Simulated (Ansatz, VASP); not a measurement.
Two plane-wave programs on BiB

Contents of INCAR:

```
SYSTEM = BiB
PREC     = Accurate       ! precision mode
ENCUT    = 520            ! plane-wave cutoff, eV
EDIFF    = 1E-6           ! SCF threshold, eV
ISMEAR   = -1             ! smearing method
SIGMA    = 0.02           ! smearing width, eV
LREAL    = .FALSE.        ! projectors in reciprocal space
LASPH    = .TRUE.         ! aspherical terms in the spheres
NELM     = 80             ! most SCF steps
ALGO     = Normal         ! electronic algorithm
ISIF     = 2              ! what is computed and relaxed
LWAVE    = .FALSE.        ! write WAVECAR
LCHARG   = .TRUE.         ! write CHGCAR
GGA      = PE             ! functional
LELF     = .TRUE.         ! ELF
LVHAR    = .TRUE.       
NBANDS   = 16             ! bands
```

The input KPOINTS:

```
regular mesh
0
G
  8 8 8
  0 0 0
```

The input POSCAR:

```
BiB
1.0
   -0.0137243723      2.7311500964      2.7311500964
    2.7311500964     -0.0137243723      2.7311500964
    2.7311500964      2.7311500964     -0.0137243723
B Bi
1 1
Direct
   -0.0002690072     -0.0002690072     -0.0002690072
    0.2502690072      0.2502690072      0.2502690072
```

Input for Ansatz:

```yaml
crystal:
  lattice:
    - [-0.0137243723, 2.7311500964, 2.7311500964]
    - [2.7311500964, -0.0137243723, 2.7311500964]
    - [2.7311500964, 2.7311500964, -0.0137243723]
  atoms:
    - { symbol: B, position: [-0.0002690072, -0.0002690072, -0.0002690072] }
    - { symbol: Bi, position: [0.2502690072, 0.2502690072, 0.2502690072] }
kpoints:
  mp_grid: { grid: [8, 8, 8] }
  band_path:
    path:
      - [0.0, 0.0, 0.0]
      - [-0.5, -0.5, 0.0]
      - [-0.375, -0.375, 0.25]
      - [-0.375, 0.0, 0.375]
      - [0.0, 0.0, 0.5]
      - [-0.5, -0.25, 0.25]
    npoints: 1
hamiltonian:
  xc: pbe
scf:
  occupations: { method: fermi_dirac, width: 0.02 }
  n_extra_bands: 4
output:
  forces: true
  stress: true
  eigenvalues: true
```

Change from the starting cell: shear_111 strain -0.8%.

Alike in both runs: task single point; functional PBE; k mesh 8 × 8 × 8; occupations fermi-dirac, width 0.02 eV; no spin polarisation.

```csv
,VASP,Ansatz
version,VASP 6.6.1,Ansatz 0.2.0
potentials or method,"VASP PAW PBE potentials, release 64 (B, Bi_d)","plane waves, PAW"
plane-wave cutoff (eV),520,420
valence electrons in the cell,18,18
```

```tsv
	VASP	Ansatz	Ansatz less VASP
pressure (GPa)	1.8	1.9	+0.07
traceless stress, the component that is largest in VASP (GPa)	0.39	0.39	+0.001
```

The functional is the same, so the differences come from potentials, cutoffs and numerics.

Neither program's run includes spin-orbit coupling.
